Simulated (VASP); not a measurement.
# Zn (Pm-3m) in VASP: notebook

Runs on Zn. Level: BLYP. Tasks: single point, relaxation of cell and atoms.

All numbers are computed with VASP 6.6.1; they aren't measurements. Logs are shortened: lines on timing, memory, paths and dates and some standing lists are left out, and cuts for length are marked.

## (1) The cell of the first run

The structure is cubic, space group Pm-3m (No. 221). Conventional cell: a = 2.763 Å, b = 2.763 Å, c = 2.763 Å, α = 90.00°, β = 90.00°, γ = 90.00°. Within 3.6 Å of Zn (site symmetry m-3m) lie 6 Zn at 2.76 Å.

## (2) Single point, BLYP (volume scaled by 1.04)

File INCAR:

```
SYSTEM = Zn
AGGAC    = 1.0          
AGGAX    = 1.0          
ALDAC    = 0.0          
ALDAX    = 1.0          
ALGO     = Normal         ! electronic algorithm
EDIFF    = 1E-6           ! SCF threshold, eV
ENCUT    = 520            ! plane-wave cutoff, eV
GGA      = B5             ! functional
ISIF     = 2              ! what is computed and relaxed
ISMEAR   = -1             ! smearing method
LASPH    = .TRUE.         ! aspherical terms in the spheres
LCHARG   = .TRUE.         ! write CHGCAR
LELF     = .TRUE.         ! ELF
LREAL    = .FALSE.        ! projectors in reciprocal space
LVHAR    = .TRUE.       
LWAVE    = .FALSE.        ! write WAVECAR
NBANDS   = 12             ! bands
NELM     = 100            ! most SCF steps
PREC     = Accurate       ! precision mode
SIGMA    = 0.1            ! smearing width, eV
```

File KPOINTS:

```
k-points
0
G
  13 13 13
  0 0 0
```

File POSCAR:

```
Zn
1.0
    2.7634825041      0.0000000000      0.0000000000
    0.0000000000      2.7634825041      0.0000000000
    0.0000000000      0.0000000000      2.7634825041
Zn
1
Direct
    0.0000000000      0.0000000000      0.0000000000
```

Potentials or basis: VASP PAW PBE potentials, release 64 (Zn).

Started as:

```bash
cat potpaw_PBE.64/Zn/POTCAR > POTCAR
mpirun -np 1 vasp_std > vasp.out
```

OUTCAR:

```text
SYSTEM = Zn
   EDIFF = 1E-6
   ENCUT = 520
   GGA = B5
   ISIF = 2
   ISMEAR = -1
   LASPH = .TRUE.
   LREAL = .FALSE.
   NELM = 100
   PREC = Accurate

 ion  position               nearest neighbor table
   1  0.000  0.000  0.000-

  LATTYP: Found a simple cubic cell.
 ALAT       =     2.7634825041

  Lattice vectors:

 A1 = (   2.7634825041,   0.0000000000,   0.0000000000)
 A2 = (   0.0000000000,   2.7634825041,   0.0000000000)
 A3 = (   0.0000000000,   0.0000000000,   2.7634825041)

Analysis of symmetry for initial positions (statically):
=====================================================================
 Subroutine PRICEL returns:
 Original cell was already a primitive cell.

 Routine SETGRP: Setting up the symmetry group for a
 simple cubic supercell.

 Subroutine GETGRP returns: Found 48 space group operations
 (whereof 48 operations were pure point group operations)
 out of a pool of 48 trial point group operations.

The static configuration has the point symmetry O_h .

Analysis of symmetry for dynamics (positions and initial velocities):
=====================================================================
 Subroutine PRICEL returns:
 Original cell was already a primitive cell.

 Routine SETGRP: Setting up the symmetry group for a
 simple cubic supercell.

 Subroutine GETGRP returns: Found 48 space group operations
 (whereof 48 operations were pure point group operations)
 out of a pool of 48 trial point group operations.

The dynamic configuration has the point symmetry O_h .

 Subroutine INISYM returns: Found 48 space group operations
 (whereof 48 operations are pure point group operations),
 and found     1 'primitive' translations

----------------------------------------------------------------------------------------

                                     Primitive cell

  volume of cell :      21.1043

  direct lattice vectors                    reciprocal lattice vectors
     2.763482504  0.000000000  0.000000000     0.361862251  0.000000000  0.000000000
     0.000000000  2.763482504  0.000000000     0.000000000  0.361862251  0.000000000
     0.000000000  0.000000000  2.763482504     0.000000000  0.000000000  0.361862251

  length of vectors
     2.763482504  2.763482504  2.763482504     0.361862251  0.361862251  0.361862251

  position of ions in fractional coordinates (direct lattice)
[... 75 lines left out ...]
   ENCUT  =  520.0 eV  38.22 Ry    6.18 a.u.   5.14  5.14  5.14*2*pi/ulx,y,z
   NELM   =    100;   NELMIN=  2; NELMDL= -5     # of ELM steps
   EDIFF  = 0.1E-05   stopping-criterion for ELM
   LREAL  =      F    real-space projection
[... 7 lines left out ...]
   TEBEG  =    0.0;   TEEND  =   0.0 temperature during run
   PSTRESS=    0.0 pullay stress
   NELECT =      12.0000    total number of electrons
   NUPDOWN=      -1.0000    fix difference up-down
   EMIN   =  10.00;   EMAX   =-10.00  energy-range for DOS
   EFERMI =   0.00;   METHOD = LEGACY
   ISMEAR =    -1;   SIGMA  =   0.10  broadening in eV -4-tet -1-fermi 0-gaus
   EFERMI_NEDOS =   21; number of points for ismear=-14 and -15
   IALGO  =     38    algorithm
   IMIX   =      4    mixing-type and parameters
     AMIX     =   0.40;   BMIX     =  1.00
     AMIX_MAG =   1.60;   BMIX_MAG =  1.00
  volume/ion in A,a.u.               =      21.10       142.42
  Fermi-wavevector in a.u.,A,eV,Ry     =   1.356267  2.562973 25.027375  1.839460
  Thomas-Fermi vector in A             =   2.483285
   LORBIT       =      0    0 simple, 1 ext, 2 COOP (PROOUT), +10 PAW based schemes
   GGA     = B5    functional components
   LHFCALC =     F    Hartree Fock is set to
   AEXX    =    0.0000 exact exchange contribution
   IVDW    =     0    specifies the selected vdW correction
   LEPSILON=     F    determine dielectric tensor
   LRPA    =     F    only Hartree local field effects (RPA)
 non-spin polarized calculation
  energy-cutoff  :      520.00
  volume of cell :       21.10
 maximum number of plane-waves:       587
 NGX is ok and might be reduce to    24
   NGX = 11   NGY = 11   NGZ = 11

 number of electron      11.9999999 magnetization

 Free energy of the ion-electron system (eV)
  ---------------------------------------------------
  ext. energy  EPLUGINS =         0.00000000
  ---------------------------------------------------
  free energy    TOTEN  =        -0.32143189 eV

  energy without entropy =       -0.31068013  energy(sigma->0) =       -0.31605601

 E-fermi :   1.4506     XC(G=0):  -9.2778

 val. band max:        1.4396107870   @ k =   0.4615   0.2308   0.1538
 cond. band min:       1.4940580063   @ k =   0.4615   0.3846   0.2308
 fundamental gap:      0.0544472193
 Fermi energy:         1.4506174937

 k-point     1 :       0.0000    0.0000    0.0000
  band No.  band energies     occupation
      1      -6.5973      2.00000
      2      -6.2285      2.00000
      3      -6.2285      2.00000
      4      -5.3635      2.00000
      5      -5.3635      2.00000
      6      -5.3635      2.00000
      7      12.3592      0.00000
      8      12.3592      0.00000
      9      12.3592      0.00000
     10      15.4917      0.00000
     11      15.4917      0.00000
     12      17.8372      0.00000
[... 331 lines left out ...]
 k-point    24 :       0.3846    0.3077    0.0000
  band No.  band energies     occupation
      1      -6.0438      2.00000
      2      -5.9502      2.00000
      3      -5.5565      2.00000
      4      -5.5030      2.00000
      5      -5.4771      2.00000
      6      -1.6402      2.00000
      7       3.2776      0.00000
      8       6.6329      0.00000
      9      12.0336      0.00000
     10      17.1407      0.00000
     11      20.1978      0.00000
     12      23.6704      0.00000

 [... further k-points ...]

------------------------ aborting loop because EDIFF is reached ----------------------------------------

  FORCE on cell =-STRESS in cart. coord.  units (eV):
  Direction    XX          YY          ZZ          XY          YZ          ZX
  --------------------------------------------------------------------------------------
  -------------------------------------------------------------------------------------
  Total       -0.1270095     -0.1270095     -0.1270095      0.0000000      0.0000000     -0.0000000
  in kB       -9.6422118     -9.6422118     -9.6422118      0.0000000      0.0000000     -0.0000000
  external PRESSURE =      -9.6422118 kB  Pullay stress =       0.0000000 kB

 VOLUME and BASIS-vectors are now :
 -----------------------------------------------------------------------------
  energy-cutoff  :      520.00
  volume of cell :       21.10
      direct lattice vectors                 reciprocal lattice vectors
     2.763482504  0.000000000  0.000000000     0.361862251  0.000000000  0.000000000
     0.000000000  2.763482504  0.000000000     0.000000000  0.361862251  0.000000000
     0.000000000  0.000000000  2.763482504     0.000000000  0.000000000  0.361862251

 POSITION                                       TOTAL-FORCE (eV/Angst)
 -----------------------------------------------------------------------------------
      0.00000      0.00000      0.00000         0.000000      0.000000      0.000000
 -----------------------------------------------------------------------------------
    total drift:                                0.000000     -0.000000      0.000000

  FREE ENERGIE OF THE ION-ELECTRON SYSTEM (eV)
  ---------------------------------------------------
  free  energy   TOTEN  =        -0.3214318869 eV

  energy  without entropy=       -0.3106801305  energy(sigma->0) =       -0.31605601
```

It took 11 s on 1 thread of Intel Xeon Platinum 8488C (Sapphire Rapids), shared host; peak memory 0.12 GiB.

Results:

- Free energy: -0.3214 eV
- Pressure: -1.0 GPa
- Band gap on the k mesh: zero (band 6 reaches 5.36 eV, above the bottom of band 7 at -0.13 eV)

Levels at points of the mesh, in eV from the Fermi level:
| k point | band 4 | band 5 | band 6 | band 7 | band 8 | band 9 |
| --- | --- | --- | --- | --- | --- | --- |
| (0.00, 0.00, 0.00) | -6.81 | -6.81 | -6.81 | 10.91 | 10.91 | 10.91 |

Caveat: the cell differs from its parent crystal (volume scaled by 1.04); the PAW data sets were made with another functional, which shifts forces and pressure a little.

## (3) Single point, BLYP (volume scaled by 1.08)

File INCAR:

```
PREC     = Accurate       # precision mode
ENCUT    = 520            # plane-wave cutoff, eV
EDIFF    = 1E-6           # SCF threshold, eV
ISMEAR   = -1             # smearing method
SIGMA    = 0.1            # smearing width, eV
LREAL    = False          # projectors in reciprocal space
LASPH    = True           # aspherical terms in the spheres
NELM     = 100            # most SCF steps
ALGO     = Normal         # electronic algorithm
ISIF     = 2              # what is computed and relaxed
LWAVE    = False          # write WAVECAR
LCHARG   = False          # write CHGCAR
GGA      = B5             # functional
ALDAX    = 1.0          
AGGAX    = 1.0          
AGGAC    = 1.0          
ALDAC    = 0.0          
NBANDS   = 12             # bands
```

File KPOINTS:

```
Automatic mesh
0
Gamma
  13 13 13
```

File POSCAR:

```
Zn
1.0
    2.7984670092      0.0000000000      0.0000000000
    0.0000000000      2.7984670092      0.0000000000
    0.0000000000      0.0000000000      2.7984670092
Zn
1
Direct
    0.0000000000      0.0000000000      0.0000000000
```

Potentials or basis: VASP PAW PBE potentials, release 64 (Zn).

Started as:

```bash
cat potpaw_PBE.64/Zn/POTCAR > POTCAR
mpirun -np 1 vasp_std > vasp.out
```

It took 9.9 s on 1 thread of Intel Xeon Platinum 8488C (Sapphire Rapids), shared host; peak memory 0.14 GiB.

Results (log left out):

* Free energy: -0.3148 eV
* Pressure: -1.8 GPa
* Band gap on the k mesh: zero (band 6 reaches 5.03 eV, above the bottom of band 7 at -0.23 eV)

Levels at points of the mesh, in eV from the Fermi level:
| k point | band 4 | band 5 | band 6 | band 7 | band 8 | band 9 |
| --- | --- | --- | --- | --- | --- | --- |
| (0.00, 0.00, 0.00) | -6.79 | -6.79 | -6.79 | 10.63 | 10.63 | 10.63 |

Caveat: the cell differs from its parent crystal (volume scaled by 1.08); the PAW data sets were made with another functional, which shifts forces and pressure a little.

## (4) Single point, BLYP (volume scaled by 1.12)

File INCAR:

```
SYSTEM = Zn
  PREC = Accurate
  ENCUT = 520
  EDIFF = 1E-6
  ISMEAR = -1
  SIGMA = 0.1
  LREAL = .False.
  LASPH = .True.
  NELM = 100
  ALGO = Normal
  ISIF = 2
  LWAVE = .False.
  LCHARG = .True.
  GGA = B5
  ALDAX = 1.0
  AGGAX = 1.0
  AGGAC = 1.0
  ALDAC = 0.0
  LELF = .True.
  LVHAR = .True.
  NBANDS = 12
```

File KPOINTS:

```
regular mesh
0
Gamma
  13 13 13
  0 0 0
```

File POSCAR:

```
Zn
1.0
    2.8325980195      0.0000000000      0.0000000000
    0.0000000000      2.8325980195      0.0000000000
    0.0000000000      0.0000000000      2.8325980195
Zn
1
Direct
    0.0000000000      0.0000000000      0.0000000000
```

Started as:

```bash
cat potpaw_PBE.64/Zn/POTCAR > POTCAR
mpirun -np 1 vasp_std > vasp.out
```

It took 10 s on 1 thread of Intel Xeon Platinum 8488C (Sapphire Rapids), shared host; peak memory 0.14 GiB.

It converged, with:

* Free energy: -0.3047 eV
* Pressure: -2.3 GPa
* Band gap on the k mesh: zero (band 6 reaches 4.73 eV, above the bottom of band 7 at -0.32 eV)

Levels at points of the mesh, in eV from the Fermi level:
```
           k point  band 2  band 3  band 4  band 5  band 6  band 7  band 8  band 9  band 10  band 11
(0.00, 0.00, 0.00)   -7.51   -7.51   -6.76   -6.76   -6.76   10.37   10.37   10.37    13.49    13.49
```

Caveat: the cell differs from its parent crystal (volume scaled by 1.12); the PAW data sets were made with another functional, which shifts forces and pressure a little.

## (5) Relaxation of cell and atoms, BLYP

This run uses another cell than the first one, of 16.43 Å³/atom, 0.778 times its volume.

File INCAR:

```
SYSTEM = Zn
PREC = Accurate ; ENCUT = 600
EDIFF = 1E-7 ; ISMEAR = -1
SIGMA = 0.1 ; LREAL = .False.
LASPH = .True. ; NELM = 80
ALGO = Normal ; ISIF = 3
LWAVE = .False. ; LCHARG = .False.
GGA = B5 ; ALDAX = 1.0
AGGAX = 1.0 ; AGGAC = 1.0
ALDAC = 0.0 ; IBRION = 2
NSW = 80 ; EDIFFG = -0.01
```

File KPOINTS:

```
Automatic mesh
0
Gamma
  12 12 12
  0 0 0
```

File POSCAR:

```
Zn
1.0
    2.5420818099      0.0000000000      0.0000000000
    0.0000000000      2.5420818099      0.0000000000
    0.0000000000      0.0000000000      2.5420818099
Zn
1
Direct
    0.0000000000      0.0000000000      0.0000000000
```

Started as:

```bash
cat potpaw_PBE.64/Zn/POTCAR > POTCAR
mpirun -np 1 vasp_std > vasp.out
```

Run time: 30 s. Hardware: 1 thread of Intel Xeon Platinum 8488C (Sapphire Rapids), shared host; peak memory 0.13 GiB.

The run converged. Its results:

- Free energy: -0.3128 eV
- Relaxed volume: 20.43 Å³/atom
- Relaxed cell: a = 2.734 Å, b = 2.734 Å, c = 2.734 Å, α = 90.00°, β = 90.00°, γ = 90.00°
- Space group after relaxing (to 0.05 Å): Pm-3m (No. 221)
- Energy gained by relaxing: 113.0 meV/atom
- Ionic steps: 4
- Pressure after relaxing: 0.0 GPa
- Band gap on the k mesh: zero (band 6 reaches 6.54 eV, above the bottom of band 7 at -0.55 eV)

The path:
```tsv
step	energy change (eV)	largest force (eV/Å)	pressure (GPa)	volume (Å³)
1	0.0000	0.0000	11.57	16.43
2	-0.1081	0.0000	1.62	19.41
3	-0.1125	0.0000	-0.51	20.78
4	-0.1130	0.0000	-0.04	20.43
```

Final structure:
```
CELL_PARAMETERS angstrom
2.73378 0.00000 0.00000
0.00000 2.73378 0.00000
0.00000 0.00000 2.73378
ATOMIC_POSITIONS crystal
Zn 0.00000 0.00000 0.00000
```

Levels at points of the mesh, in eV from the Fermi level:
| k point | band 3 | band 4 | band 5 | band 6 | band 7 | band 8 | band 9 | band 10 |
| --- | --- | --- | --- | --- | --- | --- | --- | --- |
| (0.00, 0.00, 0.00) | -7.71 | -6.79 | -6.79 | -6.79 | 11.20 | 11.20 | 11.20 | 14.34 |
| (0.50, 0.00, 0.00) | -7.06 | -7.06 | -6.77 | -3.07 | -2.12 | 14.95 | 14.95 | 18.24 |
| (0.50, 0.50, 0.00) | -7.02 | -7.02 | -6.57 | 1.46 | 1.46 | 1.60 | 6.41 | 18.93 |
| (0.50, 0.50, 0.50) | -7.48 | -6.55 | -6.55 | 4.96 | 4.96 | 4.96 | 7.41 | 10.37 |

Caveat: the volume moved by over 15 % at a fixed basis, so the end points are rough; the PAW data sets were made with another functional, which shifts forces and pressure a little.

## (6) Single point, BLYP

This run uses another cell than the first one, of 20.29 Å³/atom, 0.962 times its volume.

File INCAR:

```
AGGAC = 1.0
AGGAX = 1.0
ALDAC = 0.0
ALDAX = 1.0
ALGO = Normal
EDIFF = 1E-6
ENCUT = 520
GGA = B5
ISIF = 2
ISMEAR = -1
LASPH = T
LCHARG = F
LREAL = F
LWAVE = F
NBANDS = 12
NELM = 100
PREC = Accurate
SIGMA = 0.1
```

File KPOINTS:

```
k-points
0
Gamma
  19 19 19
```

File POSCAR:

```
Zn
1.0
    2.7275890583      0.0000000000      0.0000000000
    0.0000000000      2.7275890583      0.0000000000
    0.0000000000      0.0000000000      2.7275890583
Zn
1
Direct
    0.0000000000      0.0000000000      0.0000000000
```

Potentials or basis: VASP PAW PBE potentials, release 64 (Zn).

Started as:

```bash
cat potpaw_PBE.64/Zn/POTCAR > POTCAR
mpirun -np 1 vasp_std > vasp.out
```

It took 18 s on 1 thread of Intel Xeon Platinum 8488C (Sapphire Rapids), shared host; peak memory 0.16 GiB.

The run converged. Its results:

| Quantity | Value |
| --- | --- |
| Free energy | -0.3207 eV |
| Pressure | 0.0 GPa |
| Band gap on the k mesh | zero (band 6 reaches 6.12 eV, above the bottom of band 7 at -0.25 eV) |

Levels at points of the mesh, in eV from the Fermi level:
| k point | band 2 | band 3 | band 4 | band 5 | band 6 | band 7 | band 8 | band 9 | band 10 | band 11 |
| --- | --- | --- | --- | --- | --- | --- | --- | --- | --- | --- |
| (0.00, 0.00, 0.00) | -7.73 | -7.73 | -6.80 | -6.80 | -6.80 | 11.25 | 11.25 | 11.25 | 14.40 | 14.40 |

Caveat: the PAW data sets were made with another functional, which shifts forces and pressure a little.

## (7) The runs side by side

```csv
task,cell,k mesh,cutoff (eV),gap on the mesh (eV),pressure (GPa)
single point,"a = 2.763 Å, 1 atom",13 × 13 × 13,520,none,-1.0
single point,"a = 2.798 Å, 1 atom",13 × 13 × 13,520,none,-1.8
single point,"a = 2.833 Å, 1 atom",13 × 13 × 13,520,none,-2.3
relaxation of cell and atoms,"relaxed from a = 2.542 Å, 1 atom",12 × 12 × 12,600,none,0.0
single point,"a = 2.728 Å, 1 atom",19 × 19 × 19,520,none,0.0
```

Alike in all rows: level BLYP; potentials or basis VASP PAW PBE potentials, release 64 (Zn); no spin polarisation; smearing fermi-dirac 0.1 eV.

Caveats: the PAW data sets were made with another functional, which shifts forces and pressure a little; the volume moved by over 15 % at a fixed basis, so the end points are rough (some runs).

Absolute energies hang on the potentials; compare differences alone.
